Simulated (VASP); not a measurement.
# SiC (Moissanite) (P6_3mc) in VASP: electric field gradients with PBE

Aim: the electric field gradients of SiC (Moissanite) with PBE.

Program: VASP 6.6.1. These are calculated values, not measurements. Logs are shortened: lines on timing, memory, paths and dates and some standing lists are left out, and cuts for length are marked.

### 1 The cell of the first run

It takes space group P6_3mc (No. 186, hexagonal). Conventional cell: a = 3.076 Å, b = 3.076 Å, c = 5.048 Å, α = 90.00°, β = 90.00°, γ = 120.00°. Si (site symmetry 3m) has 4 C at 1.88 to 1.90 Å within 2.5 Å. Within 2.5 Å of C (site symmetry 3m) lie 4 Si at 1.88 to 1.90 Å.

### 2 Electric field gradients, PBE

File INCAR:

```
ALGO = Normal
EDIFF = 1E-8
ENCUT = 520
GGA = PE
GGA_COMPAT = False
ISIF = 2
ISMEAR = -1
LASPH = True
LCHARG = False
LEFG = True
LREAL = False
LWAVE = False
NBANDS = 16
NELM = 120
PREC = Accurate
SIGMA = 0.02
```

File KPOINTS:

```
k-points
0
Gamma
  10 10 6
```

File POSCAR:

```
SiC
1.0
    3.0760000000      0.0000000000      0.0000000000
   -1.5380000000      2.6638941420      0.0000000000
    0.0000000000      0.0000000000      5.0480000000
Si C
2 2
Direct
    0.3333333333      0.6666666667      0.0044948860
    0.6666666667      0.3333333333      0.5044948860
    0.3333333333      0.6666666667      0.3805051140
    0.6666666667      0.3333333333      0.8805051140
```

Potentials or basis: VASP PAW PBE potentials, release 64 (Si, C).

Run with:

```console
> cat potpaw_PBE.64/Si/POTCAR potpaw_PBE.64/C/POTCAR > POTCAR
> mpirun -np 1 vasp_std > vasp.out
```

OUTCAR:

```text
EDIFF = 1E-8
   ENCUT = 520
   GGA = PE
   ISIF = 2
   ISMEAR = -1
   LASPH = True
   LREAL = False
   NELM = 120
   PREC = Accurate

 ion  position               nearest neighbor table
   1  0.333  0.667  0.004-   4 1.88   4 1.88   4 1.88   3 1.90   2 3.09   2 3.09   2 3.09   2 3.09
                             2 3.09   2 3.09
   2  0.667  0.333  0.504-   3 1.88   3 1.88   3 1.88   4 1.90   1 3.09   1 3.09   1 3.09   1 3.09
                             1 3.09   1 3.09
   3  0.333  0.667  0.381-   2 1.88   2 1.88   2 1.88   1 1.90
   4  0.667  0.333  0.881-   1 1.88   1 1.88   1 1.88   2 1.90

  LATTYP: Found a hexagonal cell.
 ALAT       =     3.0760000000
 C/A-ratio  =     1.6410923277

  Lattice vectors:

 A1 = (   3.0760000000,   0.0000000000,   0.0000000000)
 A2 = (  -1.5380000000,   2.6638941420,   0.0000000000)
 A3 = (   0.0000000000,   0.0000000000,   5.0480000000)

Analysis of symmetry for initial positions (statically):
=====================================================================
 Subroutine PRICEL returns:
 Original cell was already a primitive cell.

 Routine SETGRP: Setting up the symmetry group for a
 hexagonal supercell.

 Subroutine GETGRP returns: Found 12 space group operations
 (whereof  6 operations were pure point group operations)
 out of a pool of 24 trial point group operations.

The static configuration has the point symmetry C_3v.
 The point group associated with its full space group is C_6v.

Analysis of symmetry for dynamics (positions and initial velocities):
=====================================================================
 Subroutine PRICEL returns:
 Original cell was already a primitive cell.

 Routine SETGRP: Setting up the symmetry group for a
 hexagonal supercell.

 Subroutine GETGRP returns: Found 12 space group operations
 (whereof  6 operations were pure point group operations)
 out of a pool of 24 trial point group operations.

The dynamic configuration has the point symmetry C_3v.
 The point group associated with its full space group is C_6v.

 Subroutine INISYM returns: Found 12 space group operations
 (whereof  6 operations are pure point group operations),
 and found     1 'primitive' translations

----------------------------------------------------------------------------------------

                                     Primitive cell

  volume of cell :      41.3640

  direct lattice vectors                    reciprocal lattice vectors
     3.076000000  0.000000000  0.000000000     0.325097529  0.187695146  0.000000000
    -1.538000000  2.663894142  0.000000000     0.000000000  0.375390292  0.000000000
     0.000000000  0.000000000  5.048000000     0.000000000  0.000000000  0.198098257

  length of vectors
     3.076000000  3.076000000  5.048000000     0.375390292  0.375390292  0.198098257

  position of ions in fractional coordinates (direct lattice)
     0.333333333  0.666666667  0.004494886
     0.666666667  0.333333333  0.504494886
     0.333333333  0.666666667  0.380505114
     0.666666667  0.333333333  0.880505114

  ion indices of the primitive-cell ions
   primitive index   ion index
                 1           1
                 2           2
                 3           3
                 4           4

----------------------------------------------------------------------------------------

 KPOINTS: k-points

Automatic generation of k-mesh.
 Grid dimensions read from file:
 generate k-points for:   10   10    6

 Generating k-lattice:

  Cartesian coordinates                     Fractional coordinates (reciprocal lattice)
     0.032509753  0.018769515  0.000000000     0.100000000  0.000000000  0.000000000
[... 42 lines left out ...]
   number of dos      NEDOS =    301   number of ions     NIONS =      4
   total plane-waves  NPLWV =  23040
   dimension x,y,z NGX =    24 NGY =   24 NGZ =   40
   dimension x,y,z NGXF=    48 NGYF=   48 NGZF=   80
   ions per type =               2   2
   NGX,Y,Z   is equivalent  to a cutoff of  12.97, 12.97, 13.17 a.u.
   NGXF,Y,Z  is equivalent  to a cutoff of  25.94, 25.94, 26.35 a.u.
 SYSTEM =  unknown system
   PREC   = accura    normal or accurate (medium, high low for compatibility)
   ISTART =      0    job   : 0-new  1-cont  2-samecut
   ICHARG =      2    charge: 1-file 2-atom 10-const
   ISPIN  =      1    spin polarized calculation?
   LNONCOLLINEAR =      F non collinear calculations
   LSORBIT =      F    spin-orbit coupling
   LASPH  =      T    aspherical Exc in radial PAW
   ENCUT  =  520.0 eV  38.22 Ry    6.18 a.u.   5.72  5.72  9.39*2*pi/ulx,y,z
   NELM   =    120;   NELMIN=  2; NELMDL= -5     # of ELM steps
   EDIFF  = 0.1E-07   stopping-criterion for ELM
   LREAL  =      F    real-space projection
   EDIFFG = 0.1E-06   stopping-criterion for IOM
   NSW    =      0    number of steps for IOM
   IBRION =     -1    ionic relax: 0-MD 1-quasi-New 2-CG
   NFREE  =      0    steps in history (QN), initial steepest desc. (CG)
   ISIF   =      2    stress and relaxation
   ISYM   =      2    0-nonsym 1-usesym 2-fastsym
   POTIM  = 0.5000    time-step for ionic-motion
   TEBEG  =    0.0;   TEEND  =   0.0 temperature during run
   PSTRESS=    0.0 pullay stress
   NELECT =      16.0000    total number of electrons
   NUPDOWN=      -1.0000    fix difference up-down
   EMIN   =  10.00;   EMAX   =-10.00  energy-range for DOS
   EFERMI =   0.00;   METHOD = LEGACY
   ISMEAR =    -1;   SIGMA  =   0.02  broadening in eV -4-tet -1-fermi 0-gaus
   EFERMI_NEDOS =   21; number of points for ismear=-14 and -15
   IALGO  =     38    algorithm
   IMIX   =      4    mixing-type and parameters
     AMIX     =   0.40;   BMIX     =  1.00
     AMIX_MAG =   1.60;   BMIX_MAG =  1.00
  volume/ion in A,a.u.               =      10.34        69.78
  Fermi-wavevector in a.u.,A,eV,Ry     =   1.192817  2.254098 19.358549  1.422813
  Thomas-Fermi vector in A             =   2.328847
   LORBIT       =      0    0 simple, 1 ext, 2 COOP (PROOUT), +10 PAW based schemes
   GGA     = PE    functional components
   LHFCALC =     F    Hartree Fock is set to
   AEXX    =    0.0000 exact exchange contribution
   IVDW    =     0    specifies the selected vdW correction
   LEPSILON=     F    determine dielectric tensor
   LRPA    =     F    only Hartree local field effects (RPA)
 non-spin polarized calculation
  energy-cutoff  :      520.00
  volume of cell :       41.36
 maximum number of plane-waves:      1132
 NGX is ok and might be reduce to    24
   NGX = 11   NGY = 11   NGZ = 19

 number of electron      16.0000000 magnetization

 Free energy of the ion-electron system (eV)
  ---------------------------------------------------
  ext. energy  EPLUGINS =         0.00000000
  ---------------------------------------------------
  free energy    TOTEN  =       -30.10332205 eV

  energy without entropy =      -30.10332205  energy(sigma->0) =      -30.10332205

 E-fermi :   8.6689     XC(G=0): -11.3502

 val. band max:        8.2570782245   @ k =   0.0000   0.0000   0.0000
 cond. band min:      10.6943909291   @ k =   0.3000   0.3000   0.0000
 fundamental gap:      2.4373127046
 Fermi energy:         8.6688726700

 k-point     1 :       0.0000    0.0000    0.0000
  band No.  band energies     occupation
      1      -7.3096      2.00000
      2      -3.7441      2.00000
      3      -0.4345      2.00000
      4       6.9408      2.00000
      5       6.9408      2.00000
      6       8.1538      2.00000
[... 433 lines left out ...]
      3       0.2405      2.00000
      4       1.8148      2.00000
      5       3.3726      2.00000
      6       4.4297      2.00000
[... 8 lines left out ...]
     15      19.7092      0.00000
     16      21.0757      0.00000

 [... further k-points ...]
[... 5 lines left out ...]
  --------------------------------------------------------------------------------------
  -------------------------------------------------------------------------------------
  Total        0.8826543      0.8826543      0.8419336      0.0000000      0.0000000      0.0000000
  in kB       34.1883849     34.1883849     32.6111252      0.0000000      0.0000000      0.0000000
  external PRESSURE =      33.6626317 kB  Pullay stress =       0.0000000 kB

 VOLUME and BASIS-vectors are now :
 -----------------------------------------------------------------------------
  energy-cutoff  :      520.00
  volume of cell :       41.36
      direct lattice vectors                 reciprocal lattice vectors
     3.076000000  0.000000000  0.000000000     0.325097529  0.187695146  0.000000000
    -1.538000000  2.663894142  0.000000000     0.000000000  0.375390292  0.000000000
     0.000000000  0.000000000  5.048000000     0.000000000  0.000000000  0.198098257

 POSITION                                       TOTAL-FORCE (eV/Angst)
 -----------------------------------------------------------------------------------
     -0.00000      1.77593      0.02269        -0.000000      0.000000      0.018155
      1.53800      0.88796      2.54669         0.000000     -0.000000      0.018155
     -0.00000      1.77593      1.92079         0.000000     -0.000000     -0.018155
      1.53800      0.88796      4.44479         0.000000      0.000000     -0.018155
 -----------------------------------------------------------------------------------
    total drift:                               -0.000000     -0.000000     -0.000125

  FREE ENERGIE OF THE ION-ELECTRON SYSTEM (eV)
  ---------------------------------------------------
  free  energy   TOTEN  =       -30.1033220520 eV

  energy  without entropy=      -30.1033220520  energy(sigma->0) =      -30.10332205

 Electric field gradients (V/A^2)
---------------------------------------------------------------------
 ion       V_xx      V_yy      V_zz      V_xy      V_xz      V_yz
---------------------------------------------------------------------
   1      -1.798    -1.798     3.596    -0.000     0.000    -0.000
   2      -1.798    -1.798     3.596    -0.000    -0.000     0.000
   3      -1.058    -1.059     2.117    -0.000     0.000    -0.000
   4      -1.058    -1.059     2.117    -0.000    -0.000     0.000
---------------------------------------------------------------------

 Electric field gradients after diagonalization (V/A^2)
 (convention: |V_zz| > |V_xx| > |V_yy|)
----------------------------------------------------------------------
 ion       V_xx      V_yy      V_zz     asymmetry (V_yy - V_xx)/ V_zz
----------------------------------------------------------------------
   1      -1.798    -1.798     3.596       0.000
   2      -1.798    -1.798     3.596       0.000
   3      -1.059    -1.058     2.117       0.000
   4      -1.059    -1.058     2.117       0.000
----------------------------------------------------------------------

           NMR quadrupolar parameters

 Cq : quadrupolar parameter    Cq=e*Q*V_zz/h
 eta: asymmetry parameters     (V_yy - V_xx)/ V_zz
 Q  : nuclear electric quadrupole moment in mb (millibarn)
----------------------------------------------------------------------
 ion       Cq(MHz)       eta       Q (mb)
----------------------------------------------------------------------
   1       0.009       0.000       1.000
   2       0.009       0.000       1.000
   3       0.005       0.000       1.000
   4       0.005       0.000       1.000
----------------------------------------------------------------------
```

Run time: 14 s. Hardware: 1 thread of Intel Xeon 6975P-C (Granite Rapids), shared host; peak memory 0.16 GiB.

What came out:

* Free energy: -30.1033 eV
* Pressure: 3.4 GPa
* Largest force: 0.018 eV/Å
* Band gap on the k mesh: 2.44 eV, indirect (least direct gap 3.97 eV)

Forces on the atoms (eV/Å):
```
Si   0.000  0.000  0.018
Si   0.000  0.000  0.018
C    0.000  0.000 -0.018
C    0.000  0.000 -0.018
```

Stress tensor (GPa, compression positive):
```
3.42 0.00 0.00
0.00 3.42 0.00
0.00 0.00 3.26
```

Electric field gradients, principal values (V/Å²):
```
atom   least  middle  greatest (by size)
1 Si  -1.798  -1.798               3.596
2 Si  -1.798  -1.798               3.596
 3 C  -1.058  -1.059               2.117
 4 C  -1.058  -1.059               2.117
```

Caveat: without QUAD_EFG the Cq values of the log hold for a quadrupole moment of 1 mb, not for the nuclei.
